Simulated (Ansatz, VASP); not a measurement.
**One calculation of Ta, two programs**

```
Ta
1.0
     2.90037    0.00000    0.00000
    -1.45019    2.51180    0.00000
     0.00000    0.00000    5.16627
Ta
2
Direct
  0.66667 0.33333 0.75000
  0.33333 0.66667 0.25000
```

Alike in both runs: task relaxation of cell and atoms; functional LDA; k mesh 13 × 13 × 7; no spin polarisation.

```csv
,VASP,Ansatz
version,VASP 6.6.1,Ansatz 0.2.0
potentials or method,"VASP PAW LDA potentials, release 64 (Ta_pv)","plane waves, PAW"
plane-wave cutoff (eV),600,420
occupations,"fermi-dirac, width 0.1 eV",fermi-dirac
valence electrons in the cell,22,26
```

Ansatz gave:

```
relaxed volume (Å³/atom)                                     : 17.68
relaxed cell length with the largest relative difference (Å) : 5.068
```

Question: Estimate VASP's values.

Answer: Relaxed volume (Å³/atom): 17.75; relaxed cell length with the largest relative difference (Å): 5.075.

LDA's correlation is that of Perdew and Zunger in VASP and of Perdew and Wang (1992) in Ansatz. VASP's potentials hold 22 valence electrons a cell and Ansatz's 26, so a difference there can come from the potentials and not from the codes.

Neither program's run includes spin-orbit coupling.
